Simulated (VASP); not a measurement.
# Cu (P2_1/m) in VASP: single point with LDA

Aim: the single point of Cu with LDA.

Everything below comes from runs of VASP 6.6.1. Logs are shortened: lines on timing, memory, paths and dates and some standing lists are left out, and cuts for length are marked.

## 1. The cell of the first run

Symmetry: P2_1/m, No. 11, monoclinic system. The conventional cell has a = 2.424 Å, b = 4.037 Å, c = 2.424 Å, α = 90.00°, β = 112.80°, γ = 90.00°. Within 3.2 Å of Cu (site symmetry m) lie 14 Cu at 2.35 to 3.17 Å.

## 2. Single point, LDA

INCAR

```
SYSTEM = Cu
PREC = Accurate
ENCUT = 520
EDIFF = 1E-6
ISMEAR = 0
SIGMA = 0.15
LREAL = .FALSE.
LASPH = .TRUE.
NELM = 60
ALGO = Fast
ISIF = 2
LWAVE = .FALSE.
LCHARG = .TRUE.
LELF = .TRUE.
LVHAR = .TRUE.
NBANDS = 18
ISYM = 0
```

KPOINTS

```
Automatic mesh
0
G
  20 20 12
  0 0 0
```

POSCAR

```
Cu
1.0
   -1.4273957350      1.4273957350      1.3410790631
    1.4273957350     -1.4273957350      1.3410790631
    2.8547914700      2.8547914700      0.0000000000
Cu
2
Direct
    0.0112403987     -0.0922945311      0.0000000000
    0.4887596013      0.5922945311      0.5000000000
```

Potentials or basis: VASP PAW LDA potentials, release 64 (Cu).

On the command line:

```sh
$ cat potpaw_LDA.64/Cu/POTCAR > POTCAR
$ mpirun -np 1 vasp_std > vasp.out
```

OUTCAR:

```text
SYSTEM = Cu
   PREC = Accurate
   ENCUT = 520
   EDIFF = 1E-6
   ISMEAR = 0
   LREAL = .FALSE.
   LASPH = .TRUE.
   NELM = 60
   ISIF = 2
   ISYM = 0

 ion  position               nearest neighbor table
   1  0.011  0.908  0.000-   2 2.35   2 2.35   2 2.58   2 2.58   2 2.59   2 2.59
   2  0.489  0.592  0.500-   1 2.35   1 2.35   1 2.58   1 2.58   1 2.59   1 2.59

IMPORTANT INFORMATION: All symmetrisations will be switched off!
NOSYMM: (Re-)initialisation of all symmetry stuff for point group C_1.

----------------------------------------------------------------------------------------

                                     Primitive cell

  volume of cell :      21.8591

  direct lattice vectors                    reciprocal lattice vectors
    -1.427395735  1.427395735  1.341079063    -0.175144141  0.175144141  0.372834096
     1.427395735 -1.427395735  1.341079063     0.175144141 -0.175144141  0.372834096
     2.854791470  2.854791470  0.000000000     0.175144141  0.175144141  0.000000000

  length of vectors
     2.423511960  2.423511960  4.037284815     0.447611666  0.447611666  0.247691220

  position of ions in fractional coordinates (direct lattice)
     0.011240399  0.907705469  0.000000000
     0.488759601  0.592294531  0.500000000

  ion indices of the primitive-cell ions
   primitive index   ion index
                 1           1
                 2           2

----------------------------------------------------------------------------------------

 KPOINTS: Automatic mesh

Automatic generation of k-mesh.
 Grid dimensions read from file:
 generate k-points for:   20   20   12

 Generating k-lattice:

  Cartesian coordinates                     Fractional coordinates (reciprocal lattice)
    -0.008757207  0.008757207  0.018641705     0.050000000  0.000000000  0.000000000
     0.008757207 -0.008757207  0.018641705     0.000000000  0.050000000  0.000000000
     0.014595345  0.014595345  0.000000000     0.000000000  0.000000000  0.083333333

  Length of vectors
     0.022380583  0.022380583  0.020640935

  Shift w.r.t. Gamma in fractional coordinates (k-lattice)
     0.000000000  0.000000000  0.000000000

 Subroutine IBZKPT returns following result:
 ===========================================

 Found   2404 irreducible k-points:

 Following reciprocal coordinates:
            Coordinates               Weight
  0.000000  0.000000  0.000000      1.000000
  0.050000  0.000000  0.000000      2.000000
  0.000000  0.050000  0.000000      2.000000
  0.100000  0.000000  0.000000      2.000000
  0.000000  0.100000  0.000000      2.000000
  0.150000  0.000000  0.000000      2.000000
[... 16 lines left out ...]
  0.100000  0.050000  0.000000      2.000000
  0.050000  0.100000  0.000000      2.000000
 [... further k-points ...]
   k-points           NKPTS =   2404   k-points in BZ     NKDIM =   2404   number of bands    NBANDS=     18
   number of dos      NEDOS =    301   number of ions     NIONS =      2
   total plane-waves  NPLWV =   9720
   dimension x,y,z NGX =    18 NGY =   18 NGZ =   30
   dimension x,y,z NGXF=    36 NGYF=   36 NGZF=   60
   ions per type =               2
   NGX,Y,Z   is equivalent  to a cutoff of  12.35, 12.35, 12.35 a.u.
   NGXF,Y,Z  is equivalent  to a cutoff of  24.69, 24.69, 24.71 a.u.
 SYSTEM =  Cu
   PREC   = accura    normal or accurate (medium, high low for compatibility)
   ISTART =      0    job   : 0-new  1-cont  2-samecut
   ICHARG =      2    charge: 1-file 2-atom 10-const
   ISPIN  =      1    spin polarized calculation?
   LNONCOLLINEAR =      F non collinear calculations
   LSORBIT =      F    spin-orbit coupling
   LASPH  =      T    aspherical Exc in radial PAW
   ENCUT  =  520.0 eV  38.22 Ry    6.18 a.u.   4.51  4.51  7.51*2*pi/ulx,y,z
   NELM   =     60;   NELMIN=  2; NELMDL= -5     # of ELM steps
   EDIFF  = 0.1E-05   stopping-criterion for ELM
   LREAL  =      F    real-space projection
   EDIFFG = 0.1E-04   stopping-criterion for IOM
   NSW    =      0    number of steps for IOM
   IBRION =     -1    ionic relax: 0-MD 1-quasi-New 2-CG
   NFREE  =      0    steps in history (QN), initial steepest desc. (CG)
   ISIF   =      2    stress and relaxation
   ISYM   =      0    0-nonsym 1-usesym 2-fastsym
   POTIM  = 0.5000    time-step for ionic-motion
   TEBEG  =    0.0;   TEEND  =   0.0 temperature during run
   PSTRESS=    0.0 pullay stress
   NELECT =      22.0000    total number of electrons
   NUPDOWN=      -1.0000    fix difference up-down
   EMIN   =  10.00;   EMAX   =-10.00  energy-range for DOS
   EFERMI =   0.00;   METHOD = LEGACY
   ISMEAR =     0;   SIGMA  =   0.15  broadening in eV -4-tet -1-fermi 0-gaus
   EFERMI_NEDOS =   21; number of points for ismear=-14 and -15
   IALGO  =     68    algorithm
   IMIX   =      4    mixing-type and parameters
     AMIX     =   0.40;   BMIX     =  1.00
     AMIX_MAG =   1.60;   BMIX_MAG =  1.00
  volume/ion in A,a.u.               =      10.93        73.76
  Fermi-wavevector in a.u.,A,eV,Ry     =   1.640607  3.100298 36.621342  2.691593
  Thomas-Fermi vector in A             =   2.731217
   LORBIT       =      0    0 simple, 1 ext, 2 COOP (PROOUT), +10 PAW based schemes
   GGA     = CA    functional components
   LHFCALC =     F    Hartree Fock is set to
   AEXX    =    0.0000 exact exchange contribution
   IVDW    =     0    specifies the selected vdW correction
   LEPSILON=     F    determine dielectric tensor
   LRPA    =     F    only Hartree local field effects (RPA)
 non-spin polarized calculation
 RMM-DIIS sequential band-by-band and
 Gauss-broadening in eV      SIGMA  =   0.15
  energy-cutoff  :      520.00
  volume of cell :       21.86
 maximum number of plane-waves:       607
   NGX =  9   NGY =  9   NGZ = 15

 number of electron      21.9999996 magnetization

 Free energy of the ion-electron system (eV)
  ---------------------------------------------------
  ext. energy  EPLUGINS =         0.00000000
  ---------------------------------------------------
  free energy    TOTEN  =        -9.29041756 eV

  energy without entropy =       -9.28276280  energy(sigma->0) =       -9.28659018

 E-fermi :   8.3485     XC(G=0): -13.5566

 val. band max:        8.3472907175   @ k =  -0.3000   0.5000  -0.0833
 cond. band min:       8.3490001148   @ k =   0.5000   0.3000   0.0000
 fundamental gap:      0.0017093973
 Fermi energy:         8.3485193941

 k-point     1 :       0.0000    0.0000    0.0000
  band No.  band energies     occupation
      1      -1.5949      2.00000
      2       2.8063      2.00000
      3       4.4814      2.00000
      4       4.7547      2.00000
      5       5.0453      2.00000
      6       5.2589      2.00000
[... 10 lines left out ...]
     17      33.2597      0.00000
     18      33.6137      0.00000

 k-point     2 :       0.0500    0.0000    0.0000
  band No.  band energies     occupation
      1      -1.5148      2.00000
      2       2.8551      2.00000
      3       4.4693      2.00000
      4       4.7581      2.00000
      5       5.0760      2.00000
      6       5.2373      2.00000
[... 10 lines left out ...]
     17      33.5166      0.00000
     18      33.9908      0.00000

 k-point     3 :       0.0000    0.0500    0.0000
  band No.  band energies     occupation
      1      -1.5153      2.00000
      2       2.8512      2.00000
      3       4.4754      2.00000
      4       4.7940      2.00000
      5       5.0344      2.00000
      6       5.2528      2.00000
[... 10 lines left out ...]
     17      33.4453      0.00000
     18      33.6475      0.00000

 k-point     4 :       0.1000    0.0000    0.0000
  band No.  band energies     occupation
      1      -1.2763      2.00000
      2       2.9953      2.00000
      3       4.4320      2.00000
      4       4.7650      2.00000
      5       5.1676      2.00000
      6       5.1680      2.00000
[... 10 lines left out ...]
     17      32.3617      0.00000
     18      32.5909      0.00000

 k-point     5 :       0.0000    0.1000    0.0000
  band No.  band energies     occupation
      1      -1.2786      2.00000
      2       2.9787      2.00000
      3       4.4615      2.00000
      4       4.9019      2.00000
      5       5.0052      2.00000
      6       5.2204      2.00000
[... 10 lines left out ...]
     17      32.6517      0.00000
     18      33.5345      0.00000

 k-point     6 :       0.1500    0.0000    0.0000
  band No.  band energies     occupation
      1      -0.8853      2.00000
      2       3.2072      2.00000
      3       4.3721      2.00000
      4       4.7661      2.00000
      5       5.0295      2.00000
      6       5.3177      2.00000
[... 10 lines left out ...]
     17      30.9766      0.00000
     18      32.9270      0.00000

 k-point     7 :       0.0000    0.1500    0.0000
  band No.  band energies     occupation
      1      -0.8910      2.00000
      2       3.1660      2.00000
      3       4.4433      2.00000
      4       4.9423      2.00000
      5       5.0064      2.00000
      6       5.0880      2.00000
[... 10 lines left out ...]
     17      30.7785      0.00000
     18      32.9199      0.00000

 k-point     8 :       0.2000    0.0000    0.0000
  band No.  band energies     occupation
      1      -0.3530      2.00000
      2       3.4496      2.00000
      3       4.3074      2.00000
      4       4.7533      2.00000
      5       4.7927      2.00000
      6       5.1269      2.00000
[... 10 lines left out ...]
     17      29.0993      0.00000
     18      31.9304      0.00000
[... 229 lines left out ...]
     17      24.5744      0.00000
     18      28.3082      0.00000

 k-point    20 :       0.5000    0.0000    0.0000
  band No.  band energies     occupation
      1       3.2976      2.00000
      2       3.4017      2.00000
      3       3.9466      2.00000
      4       4.3910      2.00000
      5       4.3977      2.00000
      6       5.1166      2.00000
[... 10 lines left out ...]
     17      23.8781      0.00000
     18      29.4521      0.00000

 k-point    21 :       0.0000    0.5000    0.0000
  band No.  band energies     occupation
      1       2.9573      2.00000
      2       3.4391      2.00000
      3       3.5906      2.00000
      4       4.9259      2.00000
      5       4.9967      2.00000
      6       5.0796      2.00000
[... 10 lines left out ...]
     17      24.4969      0.00000
     18      28.2164      0.00000

 k-point    22 :       0.0500    0.0500    0.0000
  band No.  band energies     occupation
      1      -1.3744      2.00000
      2       2.9317      2.00000
      3       4.4134      2.00000
      4       4.8035      2.00000
      5       5.0653      2.00000
      6       5.2252      2.00000
[... 10 lines left out ...]
     17      33.3329      0.00000
     18      33.8078      0.00000

 k-point    23 :       0.1000    0.0500    0.0000
  band No.  band energies     occupation
      1      -1.0772      2.00000
      2       3.0972      2.00000
      3       4.3443      2.00000
      4       4.8021      2.00000
      5       5.1469      2.00000
      6       5.1606      2.00000
[... 10 lines left out ...]
     17      32.5309      0.00000
     18      33.3062      0.00000

 k-point    24 :       0.0500    0.1000    0.0000
  band No.  band energies     occupation
      1      -1.0791      2.00000
      2       3.0825      2.00000
      3       4.3691      2.00000
      4       4.8898      2.00000
      5       5.0566      2.00000
      6       5.1975      2.00000
[... 10 lines left out ...]
     17      32.3316      0.00000
     18      33.0145      0.00000

 [... further k-points ...]

------------------------ aborting loop because EDIFF is reached ----------------------------------------

  FORCE on cell =-STRESS in cart. coord.  units (eV):
  Direction    XX          YY          ZZ          XY          YZ          ZX
  --------------------------------------------------------------------------------------
  -------------------------------------------------------------------------------------
  Total        0.5949205      0.5949246     -0.2302222     -0.0001866      0.1944777     -0.1944781
  in kB       43.6050044     43.6053039    -16.8742573     -0.0136783     14.2543414    -14.2543764
  external PRESSURE =      23.4453503 kB  Pullay stress =       0.0000000 kB

 VOLUME and BASIS-vectors are now :
 -----------------------------------------------------------------------------
  energy-cutoff  :      520.00
  volume of cell :       21.86
      direct lattice vectors                 reciprocal lattice vectors
    -1.427395735  1.427395735  1.341079063    -0.175144141  0.175144141  0.372834096
     1.427395735 -1.427395735  1.341079063     0.175144141 -0.175144141  0.372834096
     2.854791470  2.854791470  0.000000000     0.175144141  0.175144141  0.000000000

 POSITION                                       TOTAL-FORCE (eV/Angst)
 -----------------------------------------------------------------------------------
      1.27961     -1.27961      1.23238        -0.065194      0.065195      0.576540
      1.57518      1.27961      1.44978         0.065194     -0.065195     -0.576540
 -----------------------------------------------------------------------------------
    total drift:                               -0.000001     -0.000000     -0.000001

  FREE ENERGIE OF THE ION-ELECTRON SYSTEM (eV)
  ---------------------------------------------------
  free  energy   TOTEN  =        -9.2904175584 eV

  energy  without entropy=       -9.2827628002  energy(sigma->0) =       -9.28659018
```

Run time: 7.3 min. Hardware: 1 thread of AMD EPYC 9R45 (Zen 5), shared host; peak memory 0.76 GiB.

What came out:

* Free energy: -9.2904 eV
* Pressure: 2.3 GPa
* Largest force: 0.584 eV/Å
* Band gap on the k mesh: zero (bands 11 and 12 overlap by 6.36 eV)

Forces on the atoms (eV/Å):
```
Cu  -0.065  0.065  0.577
Cu   0.065 -0.065 -0.577
```

Levels at points of the mesh, in eV from the Fermi level:
```
           k point  band 7  band 8  band 9  band 10  band 11  band 12  band 13  band 14  band 15  band 16
(0.00, 0.00, 0.00)   -2.62   -2.51   -2.30    -2.12    -1.64    -1.08     4.31    19.49    20.80    22.37
(0.50, 0.00, 0.00)   -2.95   -1.97   -1.75    -1.75     0.45     0.58     9.09     9.52     9.55     9.91
(0.00, 0.50, 0.00)   -2.99   -1.89   -1.86    -1.86    -0.31     1.38     7.46     7.99    11.00    11.44
(0.50, 0.50, 0.00)   -2.44   -1.84   -1.57    -1.53    -0.09     3.53     8.46     8.71    10.50    13.15
(0.00, 0.00, 0.50)   -2.80   -2.80   -2.27    -2.27    -1.97    -1.97    13.41    13.41    21.59    21.59
(0.50, 0.00, 0.50)   -1.95   -1.95   -1.52    -1.52    -0.56    -0.56     5.03     5.03    17.73    17.73
(0.00, 0.50, 0.50)   -2.14   -2.14   -1.71    -1.71     0.15     0.15     4.56     4.56    18.01    18.01
(0.50, 0.50, 0.50)   -2.17   -2.17   -1.55    -1.55     2.11     2.11     5.97     5.97    13.31    13.31
```

Caveat: the stress differs along the axes, from -2 to 4 GPa.
